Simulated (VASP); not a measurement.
# Fe (Pm-3m) in VASP: notebook

Fe is run at these levels: PBE; tasks: single point, relaxation of cell and atoms.

Everything below comes from runs of VASP 6.6.1. Logs are shortened: lines on timing, memory, paths and dates and some standing lists are left out, and cuts for length are marked.

## Step 1: The cell of the first run

Symmetry: Pm-3m, No. 221, cubic system. Conventional cell: a = 2.370 Å, b = 2.370 Å, c = 2.370 Å, α = 90.00°, β = 90.00°, γ = 90.00°. Within 3.1 Å of Fe (site symmetry m-3m) lie 6 Fe at 2.37 Å.

This isn't the form of Fe at room conditions, which is bcc.

## Step 2: Single point, PBE, collinear spin, ferromagnetic start

File INCAR:

```
  ALGO = Normal
  EDIFF = 1E-7
  ENCUT = 520
  GGA = PE
  ISIF = 2
  ISMEAR = -1
  ISPIN = 2
  LASPH = True
  LCHARG = True
  LELF = True
  LMAXMIX = 4
  LORBIT = 11
  LREAL = False
  LVHAR = True
  LWAVE = False
  MAGMOM = 2.5
  NBANDS = 14
  NELM = 150
  PREC = Accurate
  SIGMA = 0.1
```

File KPOINTS:

```
k-points
0
Gamma
  18 18 18
```

File POSCAR:

```
Fe
1.0
    2.3700755569      0.0000000000      0.0000000000
    0.0000000000      2.3700755569      0.0000000000
    0.0000000000      0.0000000000      2.3700755569
Fe
1
Direct
    0.0000000000      0.0000000000      0.0000000000
```

Potentials or basis: VASP PAW PBE potentials, release 64 (Fe).

Launch:

```sh
> cat potpaw_PBE.64/Fe/POTCAR > POTCAR
> mpirun -np 1 vasp_std > vasp.out
```

OUTCAR:

```text
EDIFF = 1E-7
   ENCUT = 520
   GGA = PE
   ISIF = 2
   ISMEAR = -1
   ISPIN = 2
   LASPH = True
   LORBIT = 11
   LREAL = False
   NELM = 150
   PREC = Accurate

 ion  position               nearest neighbor table
   1  0.000  0.000  0.000-

  LATTYP: Found a simple cubic cell.
 ALAT       =     2.3700755569

  Lattice vectors:

 A1 = (   2.3700755569,   0.0000000000,   0.0000000000)
 A2 = (   0.0000000000,   2.3700755569,   0.0000000000)
 A3 = (   0.0000000000,   0.0000000000,   2.3700755569)

Analysis of symmetry for initial positions (statically):
=====================================================================
 Subroutine PRICEL returns:
 Original cell was already a primitive cell.

 Routine SETGRP: Setting up the symmetry group for a
 simple cubic supercell.

 Subroutine GETGRP returns: Found 48 space group operations
 (whereof 48 operations were pure point group operations)
 out of a pool of 48 trial point group operations.

The static configuration has the point symmetry O_h .

Analysis of symmetry for dynamics (positions and initial velocities):
=====================================================================
 Subroutine PRICEL returns:
 Original cell was already a primitive cell.

 Routine SETGRP: Setting up the symmetry group for a
 simple cubic supercell.

 Subroutine GETGRP returns: Found 48 space group operations
 (whereof 48 operations were pure point group operations)
 out of a pool of 48 trial point group operations.

The dynamic configuration has the point symmetry O_h .

Analysis of structural, dynamic, and magnetic symmetry:
=====================================================================
 Subroutine PRICEL returns:
 Original cell was already a primitive cell.

 Routine SETGRP: Setting up the symmetry group for a
 simple cubic supercell.

 Subroutine GETGRP returns: Found 48 space group operations
 (whereof 48 operations were pure point group operations)
 out of a pool of 48 trial point group operations.

The overall configuration has the point symmetry O_h .

 Subroutine INISYM returns: Found 48 space group operations
 (whereof 48 operations are pure point group operations),
 and found     1 'primitive' translations

----------------------------------------------------------------------------------------

                                     Primitive cell

  volume of cell :      13.3133

  direct lattice vectors                    reciprocal lattice vectors
     2.370075557  0.000000000  0.000000000     0.421927477  0.000000000  0.000000000
     0.000000000  2.370075557  0.000000000     0.000000000  0.421927477  0.000000000
     0.000000000  0.000000000  2.370075557     0.000000000  0.000000000  0.421927477

  length of vectors
     2.370075557  2.370075557  2.370075557     0.421927477  0.421927477  0.421927477

  position of ions in fractional coordinates (direct lattice)
     0.000000000  0.000000000  0.000000000

  ion indices of the primitive-cell ions
   primitive index   ion index
                 1           1

----------------------------------------------------------------------------------------

 KPOINTS: k-points

Automatic generation of k-mesh.
 Grid dimensions read from file:
 generate k-points for:   18   18   18

 Generating k-lattice:

  Cartesian coordinates                     Fractional coordinates (reciprocal lattice)
     0.023440415  0.000000000  0.000000000     0.055555556  0.000000000  0.000000000
     0.000000000  0.023440415  0.000000000     0.000000000  0.055555556  0.000000000
     0.000000000  0.000000000  0.023440415     0.000000000  0.000000000  0.055555556

  Length of vectors
     0.023440415  0.023440415  0.023440415

  Shift w.r.t. Gamma in fractional coordinates (k-lattice)
     0.000000000  0.000000000  0.000000000

 Subroutine IBZKPT returns following result:
 ===========================================

 Found    220 irreducible k-points:

 Following reciprocal coordinates:
            Coordinates               Weight
  0.000000  0.000000  0.000000      1.000000
  0.055556  0.000000  0.000000      6.000000
  0.111111  0.000000  0.000000      6.000000
  0.166667  0.000000  0.000000      6.000000
  0.222222  0.000000  0.000000      6.000000
  0.277778  0.000000  0.000000      6.000000
[... 16 lines left out ...]
  0.277778  0.111111  0.000000     24.000000
  0.333333  0.111111  0.000000     24.000000
 [... further k-points ...]
   k-points           NKPTS =    220   k-points in BZ     NKDIM =    220   number of bands    NBANDS=     14
   number of dos      NEDOS =    301   number of ions     NIONS =      1
   total plane-waves  NPLWV =   5832
   dimension x,y,z NGX =    18 NGY =   18 NGZ =   18
   dimension x,y,z NGXF=    36 NGYF=   36 NGZF=   36
   ions per type =               1
   NGX,Y,Z   is equivalent  to a cutoff of  12.63, 12.63, 12.63 a.u.
   NGXF,Y,Z  is equivalent  to a cutoff of  25.25, 25.25, 25.25 a.u.
 SYSTEM =  unknown system
   PREC   = accura    normal or accurate (medium, high low for compatibility)
   ISTART =      0    job   : 0-new  1-cont  2-samecut
   ICHARG =      2    charge: 1-file 2-atom 10-const
   ISPIN  =      2    spin polarized calculation?
   LNONCOLLINEAR =      F non collinear calculations
   LSORBIT =      F    spin-orbit coupling
   LASPH  =      T    aspherical Exc in radial PAW
   ENCUT  =  520.0 eV  38.22 Ry    6.18 a.u.   4.41  4.41  4.41*2*pi/ulx,y,z
   NELM   =    150;   NELMIN=  2; NELMDL= -5     # of ELM steps
   EDIFF  = 0.1E-06   stopping-criterion for ELM
   LREAL  =      F    real-space projection
   EDIFFG = 0.1E-05   stopping-criterion for IOM
   NSW    =      0    number of steps for IOM
   IBRION =     -1    ionic relax: 0-MD 1-quasi-New 2-CG
   NFREE  =      0    steps in history (QN), initial steepest desc. (CG)
   ISIF   =      2    stress and relaxation
   ISYM   =      2    0-nonsym 1-usesym 2-fastsym
   POTIM  = 0.5000    time-step for ionic-motion
   TEBEG  =    0.0;   TEEND  =   0.0 temperature during run
   PSTRESS=    0.0 pullay stress
   NELECT =       8.0000    total number of electrons
   NUPDOWN=      -1.0000    fix difference up-down
   EMIN   =  10.00;   EMAX   =-10.00  energy-range for DOS
   EFERMI =   0.00;   METHOD = LEGACY
   ISMEAR =    -1;   SIGMA  =   0.10  broadening in eV -4-tet -1-fermi 0-gaus
   EFERMI_NEDOS =   21; number of points for ismear=-14 and -15
   IALGO  =     38    algorithm
   IMIX   =      4    mixing-type and parameters
     AMIX     =   0.40;   BMIX     =  1.00
     AMIX_MAG =   1.60;   BMIX_MAG =  1.00
  volume/ion in A,a.u.               =      13.31        89.84
  Fermi-wavevector in a.u.,A,eV,Ry     =   1.381474  2.610607 25.966307  1.908470
  Thomas-Fermi vector in A             =   2.506255
   LORBIT       =     11    0 simple, 1 ext, 2 COOP (PROOUT), +10 PAW based schemes
   GGA     = PE    functional components
   LHFCALC =     F    Hartree Fock is set to
   AEXX    =    0.0000 exact exchange contribution
   IVDW    =     0    specifies the selected vdW correction
   LEPSILON=     F    determine dielectric tensor
   LRPA    =     F    only Hartree local field effects (RPA)
 spin polarized calculation
  energy-cutoff  :      520.00
  volume of cell :       13.31
 maximum number of plane-waves:       380
 NGX is ok and might be reduce to    18
   NGX =  9   NGY =  9   NGZ =  9

 number of electron       8.0000008 magnetization       2.3894621

 Free energy of the ion-electron system (eV)
  ---------------------------------------------------
  ext. energy  EPLUGINS =         0.00000000
  ---------------------------------------------------
  free energy    TOTEN  =        -7.50142646 eV

  energy without entropy =       -7.47066305  energy(sigma->0) =       -7.48604476

 E-fermi :   4.6457     XC(G=0): -12.1416

 val. band max:        4.6444353609   @ k =   0.4444   0.2778   0.1111
 cond. band min:       4.6462586506   @ k =   0.5000   0.2778   0.1111
 fundamental gap:      0.0018232897
 Fermi energy:         4.6457099039

 spin component 1

 k-point     1 :       0.0000    0.0000    0.0000
  band No.  band energies     occupation
      1      -3.1540      1.00000
      2       0.7482      1.00000
      3       0.7482      1.00000
      4       4.0637      0.99704
      5       4.0637      0.99704
      6       4.0637      0.99704
      7      23.3020      0.00000
      8      23.3020      0.00000
      9      23.3020      0.00000
     10      27.1534      0.00000
     11      27.1534      0.00000
     12      31.5668      0.00000
     13      43.9653      0.00000
     14      43.9653      0.00000
[... 375 lines left out ...]
 k-point    24 :       0.3333    0.1111    0.0000
  band No.  band energies     occupation
      1      -0.2261      1.00000
      2       1.2716      1.00000
      3       2.1136      1.00000
      4       3.1612      1.00000
      5       3.3882      1.00000
      6       4.0064      0.99833
      7      12.1792      0.00000
      8      23.1155      0.00000
      9      27.7264      0.00000
     10      28.5965      0.00000
     11      30.9266      0.00000
     12      34.8797      0.00000
     13      36.9801      0.00000
     14      37.6541      0.00000

 [... further k-points ...]

 spin component 2

 k-point     1 :       0.0000    0.0000    0.0000
  band No.  band energies     occupation
      1      -2.8622      1.00000
      2       2.2463      1.00000
      3       2.2468      1.00000
      4       7.0946      0.00000
      5       7.0947      0.00000
      6       7.0953      0.00000
      7      23.9219      0.00000
      8      23.9219      0.00000
      9      23.9219      0.00000
     10      27.5951      0.00000
     11      27.5951      0.00000
     12      31.4207      0.00000
     13      44.3849      0.00000
     14      44.3849      0.00000
[... 375 lines left out ...]
 k-point    24 :       0.3333    0.1111    0.0000
  band No.  band energies     occupation
      1       0.2760      1.00000
      2       2.8312      1.00000
      3       3.5173      0.99999
      4       5.9168      0.00000
      5       6.0167      0.00000
      6       7.0243      0.00000
      7      13.0810      0.00000
      8      23.6531      0.00000
      9      28.4945      0.00000
     10      28.6714      0.00000
     11      31.4224      0.00000
     12      35.3479      0.00000
     13      37.6979      0.00000
     14      38.0433      0.00000

 [... further k-points ...]

------------------------ aborting loop because EDIFF is reached ----------------------------------------

  FORCE on cell =-STRESS in cart. coord.  units (eV):
  Direction    XX          YY          ZZ          XY          YZ          ZX
  --------------------------------------------------------------------------------------
  -------------------------------------------------------------------------------------
  Total       -0.0340162     -0.0340162     -0.0340162     -0.0000000      0.0000000     -0.0000000
  in kB       -4.0936456     -4.0936456     -4.0936456     -0.0000000      0.0000000     -0.0000000
  external PRESSURE =      -4.0936456 kB  Pullay stress =       0.0000000 kB

 VOLUME and BASIS-vectors are now :
 -----------------------------------------------------------------------------
  energy-cutoff  :      520.00
  volume of cell :       13.31
      direct lattice vectors                 reciprocal lattice vectors
     2.370075557  0.000000000  0.000000000     0.421927477  0.000000000  0.000000000
     0.000000000  2.370075557  0.000000000     0.000000000  0.421927477  0.000000000
     0.000000000  0.000000000  2.370075557     0.000000000  0.000000000  0.421927477

 POSITION                                       TOTAL-FORCE (eV/Angst)
 -----------------------------------------------------------------------------------
      0.00000      0.00000      0.00000         0.000000      0.000000      0.000000
 -----------------------------------------------------------------------------------
    total drift:                                0.000000      0.000000      0.000000

  FREE ENERGIE OF THE ION-ELECTRON SYSTEM (eV)
  ---------------------------------------------------
  free  energy   TOTEN  =        -7.5014264615 eV

  energy  without entropy=       -7.4706630497  energy(sigma->0) =       -7.48604476

 total charge

# of ion       s       p       d       tot
------------------------------------------
    1        0.496   0.409   6.269   7.173

 magnetization (x)

# of ion       s       p       d       tot
------------------------------------------
    1        0.002  -0.009   2.385   2.378
```

Wall time 28 s (1 thread of Intel Xeon 6975P-C (Granite Rapids), shared host); peak memory 0.17 GiB.

What came out:

```
Free energy                                           : -7.5014 eV
Pressure                                              : -0.4 GPa
Net moment                                            : 2.39 μB per cell
Site moments                                          : Fe +2.38 μB
Valence electrons inside the program's atomic spheres : Fe 7.17
```

Levels at points of the mesh, in eV from the Fermi level:
Spin up:
```csv
k point,band 2,band 3,band 4,band 5,band 6,band 7,band 8,band 9
"(0.00, 0.00, 0.00)",-3.90,-3.90,-0.58,-0.58,-0.58,18.66,18.66,18.66
"(0.50, 0.00, 0.00)",-3.40,-1.79,-1.79,-1.13,-0.47,4.16,22.73,25.60
"(0.50, 0.50, 0.00)",-2.95,-1.55,-1.55,0.79,5.03,5.03,10.96,11.87
"(0.50, 0.50, 0.50)",-3.92,-3.92,0.85,0.85,11.70,11.70,11.70,12.67
```
Spin down:
| k point | band 1 | band 2 | band 3 | band 4 | band 5 | band 6 |
| --- | --- | --- | --- | --- | --- | --- |
| (0.00, 0.00, 0.00) | -7.51 | -2.40 | -2.40 | 2.45 | 2.45 | 2.45 |
| (0.50, 0.00, 0.00) | -3.01 | -1.82 | -0.99 | 1.01 | 1.01 | 2.57 |
| (0.50, 0.50, 0.00) | -3.06 | -1.42 | 1.32 | 1.32 | 2.76 | 5.40 |
| (0.50, 0.50, 0.50) | -1.68 | -1.68 | -1.68 | 2.83 | 2.83 | 12.29 |

## Step 3: Single point, PBE, collinear spin, ferromagnetic start (13.31 Å³/atom)

File INCAR:

```
SYSTEM = Fe
PREC = Accurate
ENCUT = 520
EDIFF = 1E-7
ISMEAR = -1
SIGMA = 0.1
LREAL = .False.
LASPH = .True.
NELM = 150
ALGO = Normal
ISIF = 2
LWAVE = .False.
LCHARG = .False.
ISPIN = 2
MAGMOM = 2.5
LORBIT = 11
LMAXMIX = 4
GGA = PE
NBANDS = 14
```

File KPOINTS:

```
regular mesh
0
Gamma
  18 18 18
  0 0 0
```

POSCAR is that of step 2.

Potentials or basis: VASP PAW PBE potentials, release 64 (Fe).

Launch:

```sh
> cat potpaw_PBE.64/Fe/POTCAR > POTCAR
> mpirun -np 1 vasp_std > vasp.out
```

It took 27 s on 1 thread of Intel Xeon 6975P-C (Granite Rapids), shared host; peak memory 0.17 GiB.

The run converged. Its results:

```yaml
Free_energy: -7.5014 eV
Pressure: -0.4 GPa
Net_moment: 2.39 μB per cell
Site_moments: Fe +2.38 μB
Valence_electrons_inside_the_program's_atomic_spheres: Fe 7.17
```

Levels at points of the mesh, in eV from the Fermi level:
Spin up:
```
           k point  band 1  band 2  band 3  band 4  band 5  band 6  band 7  band 8  band 9  band 10
(0.00, 0.00, 0.00)   -7.80   -3.90   -3.90   -0.58   -0.58   -0.58   18.66   18.66   18.66    22.51
(0.50, 0.00, 0.00)   -4.02   -3.40   -1.79   -1.79   -1.13   -0.47    4.16   22.73   25.60    26.04
(0.50, 0.50, 0.00)   -4.90   -2.95   -1.55   -1.55    0.79    5.03    5.03   10.96   11.87    29.59
(0.50, 0.50, 0.50)   -3.92   -3.92   -3.92    0.85    0.85   11.70   11.70   11.70   12.67    16.45
```
Spin down:
| k point | band 1 | band 2 | band 3 | band 4 | band 5 | band 6 | band 7 | band 8 |
| --- | --- | --- | --- | --- | --- | --- | --- | --- |
| (0.00, 0.00, 0.00) | -7.51 | -2.40 | -2.40 | 2.45 | 2.45 | 2.45 | 19.28 | 19.28 |
| (0.50, 0.00, 0.00) | -3.01 | -1.82 | -0.99 | 1.01 | 1.01 | 2.57 | 5.62 | 22.64 |
| (0.50, 0.50, 0.00) | -3.06 | -1.42 | 1.32 | 1.32 | 2.76 | 5.40 | 5.40 | 11.93 |
| (0.50, 0.50, 0.50) | -1.68 | -1.68 | -1.68 | 2.83 | 2.83 | 12.29 | 12.33 | 12.33 |

## Step 4: Relaxation of cell and atoms, PBE, collinear spin, ferromagnetic start

This run uses another cell than the first one, of 12.27 Å³/atom.

File INCAR:

```
PREC     = Accurate       # precision mode
ENCUT    = 600            # plane-wave cutoff, eV
EDIFF    = 1E-6           # SCF threshold, eV
ISMEAR   = -1             # smearing method
SIGMA    = 0.1            # smearing width, eV
LREAL    = False          # projectors in reciprocal space
LASPH    = True           # aspherical terms in the spheres
NELM     = 150            # most SCF steps
ALGO     = Normal         # electronic algorithm
ISIF     = 3              # what is computed and relaxed
LWAVE    = False          # write WAVECAR
LCHARG   = False          # write CHGCAR
ISPIN    = 2              # spin polarisation
MAGMOM   = 2.5            # initial moments
LORBIT   = 11             # projections on sites
LMAXMIX  = 4              # l up to which the mixer works
GGA      = PE             # functional
IBRION   = 2              # ionic algorithm
NSW      = 60             # ionic steps
EDIFFG   = -0.005         # ionic threshold
```

File KPOINTS:

```
Automatic mesh
0
Gamma
  18 18 18
```

File POSCAR:

```
Fe
1.0
    2.3066674834      0.0000000000      0.0000000000
    0.0000000000      2.3066674834      0.0000000000
    0.0000000000      0.0000000000      2.3066674834
Fe
1
Direct
    0.0000000000      0.0000000000      0.0000000000
```

Launch:

```sh
> cat potpaw_PBE.64/Fe/POTCAR > POTCAR
> mpirun -np 1 vasp_std > vasp.out
```

Run time: 40 s. Hardware: 1 thread of Intel Xeon 6975P-C (Granite Rapids), shared host; peak memory 0.17 GiB.

It converged, with:

```yaml
Free_energy: -7.5008 eV
Relaxed_volume: 13.27 Å³/atom
Relaxed_cell: a = 2.367 Å, b = 2.367 Å, c = 2.367 Å, α = 90.00°, β = 90.00°, γ = 90.00°
Space_group_after_relaxing_to_0.1_Å: Pm-3m (No. 221)
Energy_gained_by_relaxing: 33.8 meV/atom
Ionic_steps: 3
Pressure_after_relaxing: 0.0 GPa
Net_moment: 2.38 μB per cell
Site_moments: Fe +2.37 μB
Valence_electrons_inside_the_program's_atomic_spheres: Fe 7.18
```

The path:
| step | energy change (eV) | largest force (eV/Å) | pressure (GPa) | volume (Å³) |
| --- | --- | --- | --- | --- |
| 1 | 0.0000 | 0.0000 | 11.74 | 12.27 |
| 2 | -0.0218 | 0.0000 | -5.33 | 13.94 |
| 3 | -0.0338 | 0.0000 | -0.02 | 13.27 |

Final structure:
```xyz
1
Lattice="2.3674 0.0000 0.0000 0.0000 2.3674 0.0000 0.0000 0.0000 2.3674" Properties=species:S:1:pos:R:3 pbc="T T T"
Fe    0.0000    0.0000    0.0000
```

Levels at points of the mesh, in eV from the Fermi level:
Spin up:
```
           k point  band 2  band 3  band 4  band 5  band 6  band 7  band 8  band 9
(0.00, 0.00, 0.00)   -3.91   -3.91   -0.57   -0.57   -0.57   18.70   18.70   18.70
(0.50, 0.00, 0.00)   -3.41   -1.79   -1.79   -1.13   -0.47    4.19   22.77   25.65
(0.50, 0.50, 0.00)   -2.95   -1.54   -1.54    0.80    5.04    5.04   10.99   11.92
(0.50, 0.50, 0.50)   -3.93   -3.93    0.87    0.87   11.74   11.74   11.74   12.68
```
Spin down:
| k point | band 1 | band 2 | band 3 | band 4 | band 5 | band 6 |
| --- | --- | --- | --- | --- | --- | --- |
| (0.00, 0.00, 0.00) | -7.52 | -2.42 | -2.41 | 2.45 | 2.45 | 2.45 |
| (0.50, 0.00, 0.00) | -3.02 | -1.83 | -1.00 | 1.01 | 1.01 | 2.58 |
| (0.50, 0.50, 0.00) | -3.08 | -1.43 | 1.32 | 1.32 | 2.76 | 5.41 |
| (0.50, 0.50, 0.50) | -1.69 | -1.69 | -1.69 | 2.84 | 2.84 | 12.30 |
